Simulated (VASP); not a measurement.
# TaN (P-6m2) in VASP: a series of runs

The runs below take TaN through electric field gradients, with PBE, PBEsol.

Everything below comes from runs of VASP 6.6.1. Logs are shortened: lines on timing, memory, paths and dates and some standing lists are left out, and cuts for length are marked.

## Step 1: The cell of the first run

The structure is hexagonal, space group P-6m2 (No. 187). Conventional cell: a = 2.967 Å, b = 2.967 Å, c = 2.912 Å, α = 90.00°, β = 90.00°, γ = 120.00°. Ta (site symmetry -6m2) has 6 N at 2.25 Å and 8 Ta at 2.91 to 2.97 Å within 3.0 Å. Within 3.0 Å of N (site symmetry -6m2) lie 6 Ta at 2.25 Å and 8 N at 2.91 to 2.97 Å.

## Step 2: Electric field gradients, PBE (volume scaled by 1.03)

INCAR reads:

```
  PREC = Accurate
  ENCUT = 520
  EDIFF = 1E-8
  ISMEAR = -1
  SIGMA = 0.02
  LREAL = F
  LASPH = T
  NELM = 60
  ALGO = Normal
  ISIF = 2
  LWAVE = F
  LCHARG = F
  GGA = PE
  LEFG = T
  NBANDS = 15
```

KPOINTS reads:

```
Automatic mesh
0
Gamma
  12 12 10
```

POSCAR reads:

```
TaN
1.0
    2.9670898479      0.0000000000      0.0000000000
   -1.4835449240      2.5695751837      0.0000000000
    0.0000000000      0.0000000000      2.9115464110
Ta N
1 1
Direct
    0.3333333333      0.6666666667      0.5000000000
    0.0000000000      0.0000000000      0.0000000000
```

Potentials or basis: VASP PAW PBE potentials, release 64 (Ta_pv, N).

Started as:

```
cat potpaw_PBE.64/Ta_pv/POTCAR potpaw_PBE.64/N/POTCAR > POTCAR
mpirun -np 1 vasp_std > vasp.out
```

OUTCAR:

```text
PREC = Accurate
   ENCUT = 520
   EDIFF = 1E-8
   ISMEAR = -1
   LREAL = F
   LASPH = T
   NELM = 60
   ISIF = 2
   GGA = PE

 ion  position               nearest neighbor table
   1  0.333  0.667  0.500-   2 2.25   2 2.25   2 2.25   2 2.25   2 2.25   2 2.25
   2  0.000  0.000  0.000-   1 2.25   1 2.25   1 2.25   1 2.25   1 2.25   1 2.25

  LATTYP: Found a hexagonal cell.
 ALAT       =     2.9670898479
 C/A-ratio  =     0.9812801635

  Lattice vectors:

 A1 = (   2.9670898479,   0.0000000000,   0.0000000000)
 A2 = (  -1.4835449240,   2.5695751837,   0.0000000000)
 A3 = (   0.0000000000,   0.0000000000,   2.9115464110)

Analysis of symmetry for initial positions (statically):
=====================================================================
 Subroutine PRICEL returns:
 Original cell was already a primitive cell.

 Routine SETGRP: Setting up the symmetry group for a
 hexagonal supercell.

 Subroutine GETGRP returns: Found 12 space group operations
 (whereof 12 operations were pure point group operations)
 out of a pool of 24 trial point group operations.

The static configuration has the point symmetry D_3h.

Analysis of symmetry for dynamics (positions and initial velocities):
=====================================================================
 Subroutine PRICEL returns:
 Original cell was already a primitive cell.

 Routine SETGRP: Setting up the symmetry group for a
 hexagonal supercell.

 Subroutine GETGRP returns: Found 12 space group operations
 (whereof 12 operations were pure point group operations)
 out of a pool of 24 trial point group operations.

The dynamic configuration has the point symmetry D_3h.

 Subroutine INISYM returns: Found 12 space group operations
 (whereof 12 operations are pure point group operations),
 and found     1 'primitive' translations

----------------------------------------------------------------------------------------

                                     Primitive cell

  volume of cell :      22.1981

  direct lattice vectors                    reciprocal lattice vectors
     2.967089848  0.000000000  0.000000000     0.337030576  0.194584694  0.000000000
    -1.483544924  2.569575184  0.000000000     0.000000000  0.389169387  0.000000000
     0.000000000  0.000000000  2.911546411     0.000000000  0.000000000  0.343460093
[... 136 lines left out ...]
 fundamental gap:      0.1135341979
 Fermi energy:         8.0494130817

 k-point     1 :       0.0000    0.0000    0.0000
  band No.  band energies     occupation
      1     -26.9881      2.00000
      2     -26.7375      2.00000
      3     -26.7375      2.00000
      4      -9.6095      2.00000
      5       3.5123      2.00000
      6       3.5123      2.00000
      7       3.8722      2.00000
      8       5.0578      2.00000
      9       9.9374      0.00000
     10      11.3966      0.00000
     11      11.3966      0.00000
     12      11.7833      0.00000
     13      11.7833      0.00000
     14      20.8534      0.00000
[... 401 lines left out ...]
      2     -26.9683      2.00000
      3     -26.8881      2.00000
      4      -7.9611      2.00000
      5       0.5672      2.00000
      6       3.0440      2.00000
      7       4.3637      2.00000
      8       5.3215      2.00000
      9      10.4957      0.00000
     10      10.8202      0.00000
     11      12.3059      0.00000
     12      12.7639      0.00000
     13      14.7319      0.00000
     14      20.8000      0.00000
     15      21.2177      0.00000

 [... further k-points ...]

------------------------ aborting loop because EDIFF is reached ----------------------------------------

  FORCE on cell =-STRESS in cart. coord.  units (eV):
  Direction    XX          YY          ZZ          XY          YZ          ZX
  --------------------------------------------------------------------------------------
  -------------------------------------------------------------------------------------
  Total       -0.6489473     -0.6489473     -0.6372338      0.0000000      0.0000000      0.0000000
  in kB      -46.8386397    -46.8386397    -45.9932008      0.0000000      0.0000000      0.0000000
  external PRESSURE =     -46.5568267 kB  Pullay stress =       0.0000000 kB

 VOLUME and BASIS-vectors are now :
 -----------------------------------------------------------------------------
  energy-cutoff  :      520.00
  volume of cell :       22.20
      direct lattice vectors                 reciprocal lattice vectors
     2.967089848  0.000000000  0.000000000     0.337030576  0.194584694  0.000000000
    -1.483544924  2.569575184  0.000000000     0.000000000  0.389169387  0.000000000
     0.000000000  0.000000000  2.911546411     0.000000000  0.000000000  0.343460093

 POSITION                                       TOTAL-FORCE (eV/Angst)
 -----------------------------------------------------------------------------------
     -0.00000      1.71305      1.45577         0.000000     -0.000000      0.000000
      0.00000      0.00000      0.00000        -0.000000      0.000000      0.000000
 -----------------------------------------------------------------------------------
    total drift:                                0.000000     -0.000000     -0.000000

  FREE ENERGIE OF THE ION-ELECTRON SYSTEM (eV)
  ---------------------------------------------------
  free  energy   TOTEN  =       -22.4420733340 eV

  energy  without entropy=      -22.4419826788  energy(sigma->0) =      -22.44202801

 Electric field gradients (V/A^2)
---------------------------------------------------------------------
 ion       V_xx      V_yy      V_zz      V_xy      V_xz      V_yz
---------------------------------------------------------------------
   1     -11.693   -11.693    23.386     0.000     0.000    -0.000
   2      -0.536    -0.535     1.071     0.001     0.000     0.000
---------------------------------------------------------------------

 Electric field gradients after diagonalization (V/A^2)
 (convention: |V_zz| > |V_xx| > |V_yy|)
----------------------------------------------------------------------
 ion       V_xx      V_yy      V_zz     asymmetry (V_yy - V_xx)/ V_zz
----------------------------------------------------------------------
   1     -11.693   -11.693    23.386       0.000
   2      -0.537    -0.534     1.071       0.002
----------------------------------------------------------------------

           NMR quadrupolar parameters

 Cq : quadrupolar parameter    Cq=e*Q*V_zz/h
 eta: asymmetry parameters     (V_yy - V_xx)/ V_zz
 Q  : nuclear electric quadrupole moment in mb (millibarn)
----------------------------------------------------------------------
 ion       Cq(MHz)       eta       Q (mb)
----------------------------------------------------------------------
   1       0.057       0.000       1.000
   2       0.003       0.002       1.000
----------------------------------------------------------------------
```

OSZICAR:

```text
N       E                     dE             d eps       ncg     rms          rms(c)
DAV:   1     0.892128693251E+02    0.89213E+02   -0.87190E+03  3420   0.112E+03
DAV:   2    -0.222520706060E+02   -0.11146E+03   -0.10460E+03  4141   0.302E+02
DAV:   3    -0.250020536735E+02   -0.27500E+01   -0.27375E+01  3861   0.443E+01
DAV:   4    -0.250132809732E+02   -0.11227E-01   -0.11224E-01  4463   0.306E+00
DAV:   5    -0.250133562284E+02   -0.75255E-04   -0.75253E-04  3945   0.233E-01    0.222E+01
DAV:   6    -0.225471637244E+02    0.24662E+01   -0.41062E+00  4400   0.237E+01    0.922E+00
DAV:   7    -0.224715828432E+02    0.75581E-01   -0.56043E-01  3945   0.622E+00    0.659E+00
DAV:   8    -0.224509678238E+02    0.20615E-01   -0.18396E-01  4127   0.362E+00    0.164E+00
DAV:   9    -0.224420764795E+02    0.88913E-02   -0.18398E-02  3840   0.113E+00    0.192E-01
DAV:  10    -0.224421363113E+02   -0.59832E-04   -0.11831E-03  4302   0.380E-01    0.106E-01
DAV:  11    -0.224420741145E+02    0.62197E-04   -0.79467E-05  3980   0.899E-02    0.176E-02
DAV:  12    -0.224420734344E+02    0.68015E-06   -0.10480E-05  4001   0.285E-02    0.333E-03
DAV:  13    -0.224420734140E+02    0.20397E-07   -0.12711E-07  4057   0.319E-03    0.310E-03
DAV:  14    -0.224420733337E+02    0.80269E-07   -0.43353E-08  4127   0.177E-03    0.237E-04
DAV:  15    -0.224420733340E+02   -0.31446E-09   -0.16440E-09  1892   0.362E-04
   1 F= -.22442073E+02 E0= -.22442028E+02  d E =-.906552E-04
```

Wall time 47 s (1 thread of Intel Xeon 8259CL, shared host); peak memory 0.17 GiB.

What came out:

| Quantity | Value |
| --- | --- |
| Free energy | -22.4421 eV |
| Pressure | -4.7 GPa |
| Band gap on the k mesh | zero (band 8 reaches 8.36 eV, above the bottom of band 9 at 7.87 eV) |

Levels at points of the mesh, in eV from the Fermi level:
| k point | band 4 | band 5 | band 6 | band 7 | band 8 | band 9 | band 10 | band 11 | band 12 | band 13 |
| --- | --- | --- | --- | --- | --- | --- | --- | --- | --- | --- |
| (0.00, 0.00, 0.00) | -17.66 | -4.54 | -4.54 | -4.18 | -2.99 | 1.89 | 3.35 | 3.35 | 3.73 | 3.73 |
| (0.50, 0.00, 0.00) | -15.48 | -8.22 | -5.15 | -3.46 | -3.23 | 2.80 | 3.74 | 4.95 | 4.98 | 7.05 |
| (0.00, 0.00, 0.50) | -15.18 | -9.27 | -3.75 | -3.75 | -0.18 | -0.18 | 2.21 | 3.14 | 3.14 | 7.84 |
| (0.50, 0.00, 0.50) | -15.72 | -7.26 | -6.17 | -5.62 | -0.52 | 3.85 | 5.02 | 5.67 | 6.70 | 9.68 |

Electric field gradients, principal values (V/Å²):
| atom | least | middle | greatest (by size) |
| --- | --- | --- | --- |
| 1 Ta | -11.693 | -11.693 | 23.386 |
| 2 N | -0.534 | -0.537 | 1.071 |

Caveat: without QUAD_EFG the Cq values of the log hold for a quadrupole moment of 1 mb, not for the nuclei; spin-orbit coupling is left out, which moves the levels of the heavy elements.

[end of part 1 of 2]
